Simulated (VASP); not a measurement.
A run of VASP 6.6.1 is set up as follows.

File POSCAR:

```
KBr
1.0
    0.0000000000      3.3024386828      3.3024386828
    3.3024386828      0.0000000000      3.3024386828
    3.3024386828      3.3024386828      0.0000000000
K Br
1 1
Direct
    0.0000000000      0.0000000000      0.0000000000
    0.5000000000      0.5000000000      0.5000000000
```

Contents of INCAR.step1:

```
  ALGO = Normal
  EDIFF = 1E-5
  ENCUT = 500
  GGA = PE
  ISIF = 2
  ISMEAR = 0
  LASPH = T
  LCHARG = F
  LREAL = F
  LWAVE = T
  NELM = 80
  PREC = Accurate
  SIGMA = 0.02
```

INCAR.step2

```
  ALGO = Normal
  EDIFF = 1E-8
  ENCUT = 500
  GGA = PE
  HFSCREEN = 0.2
  ISMEAR = 0
  ISTART = 1
  LASPH = T
  LCHARG = F
  LHFCALC = T
  LREAL = F
  LWAVE = T
  NELM = 80
  PREC = Accurate
  PRECFOCK = Fast
  SIGMA = 0.01
```

INCAR.step3

```
  ALGO = Exact
  EDIFF = 1E-8
  ENCUT = 500
  GGA = PE
  HFSCREEN = 0.2
  ISMEAR = 0
  ISTART = 1
  LASPH = T
  LCHARG = F
  LHFCALC = T
  LOPTICS = T
  LREAL = F
  LWAVE = T
  NBANDS = 38
  NELM = 1
  PREC = Accurate
  PRECFOCK = Fast
  SIGMA = 0.01
```

File INCAR.step4:

```
  ALGO = EVGW0
  EDIFF = 1E-8
  ENCUT = 500
  ENCUTGW = 100.0
  GGA = PE
  HFSCREEN = 0.2
  ISMEAR = 0
  ISTART = 1
  LASPH = T
  LCHARG = F
  LHFCALC = T
  LREAL = F
  LWAVE = F
  NBANDS = 38
  NBANDSGW = 16
  NELMGW = 1
  NOMEGA = 96
  OMEGAMAX = 20
  PREC = Accurate
  PRECFOCK = Fast
  SIGMA = 0.01
```

The input KPOINTS:

```
k-points
0
Gamma
  2 2 2
```

Potentials or basis: VASP PAW PBE potentials, release 64 (K_sv_GW, Br_GW).

Run with:

```console
$ cat potpaw_PBE.64/K_sv_GW/POTCAR potpaw_PBE.64/Br_GW/POTCAR > POTCAR
$ cp INCAR.step1 INCAR
$ mpirun -np 1 vasp_std > vasp.out
$ cp INCAR.step2 INCAR
$ mpirun -np 1 vasp_std > vasp.out
$ cp INCAR.step3 INCAR
$ mpirun -np 1 vasp_std > vasp.out
$ cp INCAR.step4 INCAR
$ mpirun -np 1 vasp_std > vasp.out
```

**Question.** Estimate the quasiparticle gap.

**Answer.** 7.12 eV.

**Question.** Estimate the least direct quasiparticle gap.

**Answer.** 7.12 eV.

**Question.** Predict the band gap of the starting levels on the mesh.

**Answer.** 5.65 eV.

Caveat: the k points lie up to 0.82 Å⁻¹ apart, too coarse for converged energies, forces and pressures; bands, screening cutoff and mesh are small and nothing is extrapolated, so the quasiparticle values aren't converged.
